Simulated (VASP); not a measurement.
# KTaO3 in VASP: notebook

Runs on KTaO3. Level: PBE. Tasks: single point.

All numbers are computed with VASP 6.6.1; they aren't measurements. Logs are shortened: lines on timing, memory, paths and dates and some standing lists are left out, and cuts for length are marked.

### 1 The cell of the first run

The structure is cubic, space group Pm-3m (No. 221). Conventional cell: a = 3.988 Å, b = 3.988 Å, c = 3.988 Å, α = 90.00°, β = 90.00°, γ = 90.00°. Within 3.7 Å of K (site symmetry m-3m) lie 12 O at 2.82 Å and 8 Ta at 3.45 Å. Ta (site symmetry m-3m) has 6 O at 1.99 Å within 2.6 Å. O (site symmetry 4/mmm) has 2 Ta at 1.99 Å within 2.6 Å.

### 2 Single point, PBE

INCAR reads:

```
ALGO = Normal
EDIFF = 1E-6
ENCUT = 520
GGA = PE
ISIF = 2
ISMEAR = -1
LASPH = True
LCHARG = True
LELF = True
LREAL = False
LVHAR = True
LWAVE = False
NBANDS = 27
NELM = 80
PREC = Accurate
SIGMA = 0.01
```

KPOINTS reads:

```
k-points
0
Gamma
  5 5 5
```

POSCAR reads:

```
KTaO3
1.0
    3.9883000000      0.0000000000      0.0000000000
    0.0000000000      3.9883000000      0.0000000000
    0.0000000000      0.0000000000      3.9883000000
K Ta O
1 1 3
Direct
    0.5000000000      0.5000000000      0.5000000000
    0.0000000000      0.0000000000      0.0000000000
    0.5000000000      0.0000000000      0.0000000000
    0.0000000000      0.5000000000      0.0000000000
    0.0000000000      0.0000000000      0.5000000000
```

Potentials or basis: VASP PAW PBE potentials, release 64 (K_sv, Ta_pv, O).

Run with:

```bash
$ cat potpaw_PBE.64/K_sv/POTCAR potpaw_PBE.64/Ta_pv/POTCAR potpaw_PBE.64/O/POTCAR > POTCAR
$ mpirun -np 1 vasp_std > vasp.out
```

OUTCAR:

```text
EDIFF = 1E-6
   ENCUT = 520
   GGA = PE
   ISIF = 2
   ISMEAR = -1
   LASPH = True
   LREAL = False
   NELM = 80
   PREC = Accurate

 ion  position               nearest neighbor table
   1  0.500  0.500  0.500-   3 2.82   4 2.82   5 2.82   3 2.82   4 2.82   3 2.82   5 2.82   3 2.82
                             4 2.82   5 2.82   4 2.82   5 2.82   2 3.45   2 3.45   2 3.45   2 3.45
   2  0.000  0.000  0.000-   3 1.99   4 1.99   5 1.99   5 1.99   4 1.99   3 1.99   1 3.45   1 3.45
                             1 3.45   1 3.45   1 3.45   1 3.45   1 3.45   1 3.45
   3  0.500  0.000  0.000-   2 1.99   2 1.99   1 2.82   1 2.82   1 2.82   1 2.82
   4  0.000  0.500  0.000-   2 1.99   2 1.99   1 2.82   1 2.82   1 2.82   1 2.82
   5  0.000  0.000  0.500-   2 1.99   2 1.99   1 2.82   1 2.82   1 2.82   1 2.82

  LATTYP: Found a simple cubic cell.
 ALAT       =     3.9883000000

  Lattice vectors:

 A1 = (   3.9883000000,   0.0000000000,   0.0000000000)
 A2 = (   0.0000000000,   3.9883000000,   0.0000000000)
 A3 = (   0.0000000000,   0.0000000000,   3.9883000000)

Analysis of symmetry for initial positions (statically):
=====================================================================
 Subroutine PRICEL returns:
 Original cell was already a primitive cell.

 Routine SETGRP: Setting up the symmetry group for a
 simple cubic supercell.

 Subroutine GETGRP returns: Found 48 space group operations
 (whereof 48 operations were pure point group operations)
 out of a pool of 48 trial point group operations.

The static configuration has the point symmetry O_h .

Analysis of symmetry for dynamics (positions and initial velocities):
=====================================================================
 Subroutine PRICEL returns:
 Original cell was already a primitive cell.

 Routine SETGRP: Setting up the symmetry group for a
 simple cubic supercell.

 Subroutine GETGRP returns: Found 48 space group operations
 (whereof 48 operations were pure point group operations)
 out of a pool of 48 trial point group operations.

The dynamic configuration has the point symmetry O_h .

 Subroutine INISYM returns: Found 48 space group operations
 (whereof 48 operations are pure point group operations),
 and found     1 'primitive' translations

----------------------------------------------------------------------------------------

                                     Primitive cell

  volume of cell :      63.4400

  direct lattice vectors                    reciprocal lattice vectors
     3.988300000  0.000000000  0.000000000     0.250733395  0.000000000  0.000000000
     0.000000000  3.988300000  0.000000000     0.000000000  0.250733395  0.000000000
     0.000000000  0.000000000  3.988300000     0.000000000  0.000000000  0.250733395

  length of vectors
     3.988300000  3.988300000  3.988300000     0.250733395  0.250733395  0.250733395

  position of ions in fractional coordinates (direct lattice)
     0.500000000  0.500000000  0.500000000
     0.000000000  0.000000000  0.000000000
     0.500000000  0.000000000  0.000000000
     0.000000000  0.500000000  0.000000000
     0.000000000  0.000000000  0.500000000

  ion indices of the primitive-cell ions
   primitive index   ion index
                 1           1
                 2           2
                 3           3
                 4           4
                 5           5

----------------------------------------------------------------------------------------

 KPOINTS: k-points

Automatic generation of k-mesh.
 Grid dimensions read from file:
 generate k-points for:    5    5    5

 Generating k-lattice:

  Cartesian coordinates                     Fractional coordinates (reciprocal lattice)
     0.050146679  0.000000000  0.000000000     0.200000000  0.000000000  0.000000000
     0.000000000  0.050146679  0.000000000     0.000000000  0.200000000  0.000000000
     0.000000000  0.000000000  0.050146679     0.000000000  0.000000000  0.200000000

  Length of vectors
     0.050146679  0.050146679  0.050146679

  Shift w.r.t. Gamma in fractional coordinates (k-lattice)
     0.000000000  0.000000000  0.000000000

 Subroutine IBZKPT returns following result:
 ===========================================

 Found     10 irreducible k-points:

 Following reciprocal coordinates:
            Coordinates               Weight
  0.000000  0.000000  0.000000      1.000000
  0.200000  0.000000  0.000000      6.000000
  0.400000  0.000000  0.000000      6.000000
  0.200000  0.200000  0.000000     12.000000
  0.400000  0.200000  0.000000     24.000000
  0.400000  0.400000  0.000000     12.000000
  0.200000  0.200000  0.200000      8.000000
  0.400000  0.200000  0.200000     24.000000
  0.400000  0.400000  0.200000     24.000000
  0.400000  0.400000  0.400000      8.000000
   k-points           NKPTS =     10   k-points in BZ     NKDIM =     10   number of bands    NBANDS=     27
   number of dos      NEDOS =    301   number of ions     NIONS =      5
   total plane-waves  NPLWV =  27000
   dimension x,y,z NGX =    30 NGY =   30 NGZ =   30
   dimension x,y,z NGXF=    60 NGYF=   60 NGZF=   60
   ions per type =               1   1   3
   NGX,Y,Z   is equivalent  to a cutoff of  12.51, 12.51, 12.51 a.u.
   NGXF,Y,Z  is equivalent  to a cutoff of  25.01, 25.01, 25.01 a.u.
 SYSTEM =  unknown system
   PREC   = accura    normal or accurate (medium, high low for compatibility)
   ISTART =      0    job   : 0-new  1-cont  2-samecut
   ICHARG =      2    charge: 1-file 2-atom 10-const
   ISPIN  =      1    spin polarized calculation?
   LNONCOLLINEAR =      F non collinear calculations
   LSORBIT =      F    spin-orbit coupling
   LASPH  =      T    aspherical Exc in radial PAW
   ENCUT  =  520.0 eV  38.22 Ry    6.18 a.u.   7.42  7.42  7.42*2*pi/ulx,y,z
   NELM   =     80;   NELMIN=  2; NELMDL= -5     # of ELM steps
   EDIFF  = 0.1E-05   stopping-criterion for ELM
   LREAL  =      F    real-space projection
   EDIFFG = 0.1E-04   stopping-criterion for IOM
   NSW    =      0    number of steps for IOM
   IBRION =     -1    ionic relax: 0-MD 1-quasi-New 2-CG
   NFREE  =      0    steps in history (QN), initial steepest desc. (CG)
   ISIF   =      2    stress and relaxation
   ISYM   =      2    0-nonsym 1-usesym 2-fastsym
   POTIM  = 0.5000    time-step for ionic-motion
   TEBEG  =    0.0;   TEEND  =   0.0 temperature during run
   PSTRESS=    0.0 pullay stress
   NELECT =      38.0000    total number of electrons
   NUPDOWN=      -1.0000    fix difference up-down
   EMIN   =  10.00;   EMAX   =-10.00  energy-range for DOS
   EFERMI =   0.00;   METHOD = LEGACY
   ISMEAR =    -1;   SIGMA  =   0.01  broadening in eV -4-tet -1-fermi 0-gaus
   EFERMI_NEDOS =   21; number of points for ismear=-14 and -15
   IALGO  =     38    algorithm
   IMIX   =      4    mixing-type and parameters
     AMIX     =   0.40;   BMIX     =  1.00
     AMIX_MAG =   1.60;   BMIX_MAG =  1.00
  volume/ion in A,a.u.               =      12.69        85.62
  Fermi-wavevector in a.u.,A,eV,Ry     =   1.380008  2.607837 25.911228  1.904422
  Thomas-Fermi vector in A             =   2.504925
   LORBIT       =      0    0 simple, 1 ext, 2 COOP (PROOUT), +10 PAW based schemes
   GGA     = PE    functional components
[... 5 lines left out ...]
 non-spin polarized calculation
  energy-cutoff  :      520.00
  volume of cell :       63.44
 maximum number of plane-waves:      1743
 NGX is ok and might be reduce to    30
   NGX = 15   NGY = 15   NGZ = 15

 number of electron      37.9999976 magnetization

 Free energy of the ion-electron system (eV)
  ---------------------------------------------------
  ext. energy  EPLUGINS =         0.00000000
  ---------------------------------------------------
  free energy    TOTEN  =       -41.02494167 eV

  energy without entropy =      -41.02494167  energy(sigma->0) =      -41.02494167

 E-fermi :   1.9220     XC(G=0): -10.8739

 val. band max:        1.6918187563   @ k =   0.4000   0.4000   0.4000
 cond. band min:       3.9752152367   @ k =   0.0000   0.0000   0.0000
 fundamental gap:      2.2833964804
 Fermi energy:         1.9219881808

 k-point     1 :       0.0000    0.0000    0.0000
  band No.  band energies     occupation
      1     -32.3265      2.00000
      2     -32.3265      2.00000
      3     -32.3265      2.00000
      4     -25.5200      2.00000
      5     -15.7483      2.00000
      6     -15.0418      2.00000
[... 19 lines left out ...]
     26       9.8661      0.00000
     27       9.8661      0.00000

 k-point     2 :       0.2000    0.0000    0.0000
  band No.  band energies     occupation
      1     -32.3581      2.00000
      2     -32.3253      2.00000
      3     -32.3253      2.00000
      4     -25.5103      2.00000
      5     -15.6637      2.00000
      6     -15.0336      2.00000
[... 19 lines left out ...]
     26      10.3394      0.00000
     27      10.5125      0.00000

 k-point     3 :       0.4000    0.0000    0.0000
  band No.  band energies     occupation
      1     -32.4086      2.00000
      2     -32.3234      2.00000
      3     -32.3234      2.00000
      4     -25.4948      2.00000
      5     -15.6409      2.00000
      6     -15.0208      2.00000
[... 19 lines left out ...]
     26      11.1661      0.00000
     27      12.3422      0.00000

 k-point     4 :       0.2000    0.2000    0.0000
  band No.  band energies     occupation
      1     -32.3571      2.00000
      2     -32.3564      2.00000
      3     -32.3241      2.00000
      4     -25.5023      2.00000
      5     -15.5297      2.00000
      6     -14.8769      2.00000
[... 19 lines left out ...]
     26      10.7687      0.00000
     27      11.0246      0.00000
[... 96 lines left out ...]
      4     -25.4841      2.00000
      5     -15.1814      2.00000
      6     -14.7361      2.00000
[... 19 lines left out ...]
     26      11.8462      0.00000
     27      12.5601      0.00000

 k-point     9 :       0.4000    0.4000    0.2000
  band No.  band energies     occupation
      1     -32.4033      2.00000
      2     -32.4031      2.00000
      3     -32.3514      2.00000
      4     -25.4755      2.00000
      5     -14.9488      2.00000
      6     -14.2978      2.00000
[... 19 lines left out ...]
     26      12.1548      0.00000
     27      12.6450      0.00000

 k-point    10 :       0.4000    0.4000    0.4000
  band No.  band energies     occupation
      1     -32.4011      2.00000
      2     -32.4009      2.00000
      3     -32.4009      2.00000
      4     -25.4669      2.00000
      5     -14.3282      2.00000
      6     -14.2166      2.00000
[... 19 lines left out ...]
     26      13.1209      0.00000
     27      13.6032      0.00000

------------------------ aborting loop because EDIFF is reached ----------------------------------------

  FORCE on cell =-STRESS in cart. coord.  units (eV):
  Direction    XX          YY          ZZ          XY          YZ          ZX
  --------------------------------------------------------------------------------------
  -------------------------------------------------------------------------------------
  Total        2.4096142      2.4096142      2.4096142      0.0000000      0.0000000     -0.0000000
  in kB       60.8547714     60.8547714     60.8547714      0.0000000      0.0000000     -0.0000000
  external PRESSURE =      60.8547714 kB  Pullay stress =       0.0000000 kB

 VOLUME and BASIS-vectors are now :
 -----------------------------------------------------------------------------
  energy-cutoff  :      520.00
  volume of cell :       63.44
      direct lattice vectors                 reciprocal lattice vectors
     3.988300000  0.000000000  0.000000000     0.250733395  0.000000000  0.000000000
     0.000000000  3.988300000  0.000000000     0.000000000  0.250733395  0.000000000
     0.000000000  0.000000000  3.988300000     0.000000000  0.000000000  0.250733395

 POSITION                                       TOTAL-FORCE (eV/Angst)
 -----------------------------------------------------------------------------------
      1.99415      1.99415      1.99415         0.000000      0.000000      0.000000
      0.00000      0.00000      0.00000         0.000000      0.000000      0.000000
      1.99415      0.00000      0.00000         0.000000      0.000000      0.000000
      0.00000      1.99415      0.00000         0.000000      0.000000      0.000000
      0.00000      0.00000      1.99415         0.000000      0.000000      0.000000
 -----------------------------------------------------------------------------------
    total drift:                                0.000000     -0.000000      0.000000

  FREE ENERGIE OF THE ION-ELECTRON SYSTEM (eV)
  ---------------------------------------------------
  free  energy   TOTEN  =       -41.0249416663 eV

  energy  without entropy=      -41.0249416663  energy(sigma->0) =      -41.02494167
```

Wall time 26 s (1 thread of AMD EPYC 7R43 (Zen 3), shared host); peak memory 0.13 GiB.

What came out:

| Quantity | Value |
| --- | --- |
| Free energy | -41.0249 eV |
| Pressure | 6.1 GPa |
| Band gap on the k mesh | 2.28 eV, indirect (least direct gap 2.79 eV) |

Caveat: spin-orbit coupling is left out, which moves the levels of the heavy elements. A k mesh can miss the band edges.

[end of part 1 of 2]
